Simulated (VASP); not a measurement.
Write the native input for VASP 6.6.1 that does the following.

* Task: single point
* Functional: PBE
* Potentials or basis: VASP PAW PBE potentials, release 64 (Na_pv, Y_sv, Sc_sv, C, N)
* Cutoff: 520 eV
* k mesh: 4 × 4 × 4
* Occupations: gaussian, width 0.1 eV
* Spin: no spin polarisation
* Dipole correction: no
* Further INCAR settings: LREAL = Auto; ALGO = Normal; EDIFF = 1e-06; NBANDS = 59

The structure of Na2YScC6N6 lies in POSCAR:

```
Na2YScC6N6
1.0
    0.0000000000      5.3960000000      5.3960000000
    5.3960000000      0.0000000000      5.3960000000
    5.3960000000      5.3960000000      0.0000000000
Na Y Sc C N
2 1 1 6 6
Direct
    0.2500000000      0.2500000000      0.2500000000
    0.7500000000      0.7500000000      0.7500000000
    0.0000000000      0.0000000000      0.0000000000
    0.5000000000      0.5000000000      0.5000000000
    0.8048554500      0.1951445500      0.1951445500
    0.1951445500      0.8048554500      0.1951445500
    0.1951445500      0.1951445500      0.8048554500
    0.1951445500      0.8048554500      0.8048554500
    0.8048554500      0.1951445500      0.8048554500
    0.8048554500      0.8048554500      0.1951445500
    0.6964418100      0.3035581900      0.3035581900
    0.3035581900      0.6964418100      0.3035581900
    0.3035581900      0.3035581900      0.6964418100
    0.3035581900      0.6964418100      0.6964418100
    0.6964418100      0.3035581900      0.6964418100
    0.6964418100      0.6964418100      0.3035581900
```

These files were run (other wordings do the same):

INCAR

```
PREC = Accurate
ENCUT = 520
EDIFF = 1E-6
ISMEAR = 0
SIGMA = 0.1
LREAL = Auto
LASPH = True
NELM = 100
ALGO = Normal
ISIF = 2
LWAVE = False
LCHARG = False
GGA = PE
NBANDS = 59
```

KPOINTS

```
Automatic mesh
0
Gamma
  4 4 4
```

Potentials or basis: VASP PAW PBE potentials, release 64 (Na_pv, Y_sv, Sc_sv, C, N).

Command:

```sh
$ cat potpaw_PBE.64/Na_pv/POTCAR potpaw_PBE.64/Y_sv/POTCAR potpaw_PBE.64/Sc_sv/POTCAR potpaw_PBE.64/C/POTCAR potpaw_PBE.64/N/POTCAR > POTCAR
$ mpirun -np 1 vasp_std > vasp.out
```

It gave:

The pressure is 15.6 GPa, the largest force is 2.957 eV/Å and the band gap on the k mesh is zero (bands 45 and 46 overlap by 0.87 eV).

Caveat: the cell stands under pressure; forces of over 1 eV/Å act on the atoms, so gaps and moduli don't describe the material at rest.

Wall time 3.8 min on 1 thread of Intel(R) Xeon(R) 6975P-C (Granite Rapids), on a shared host, peak memory 0.56 GiB.
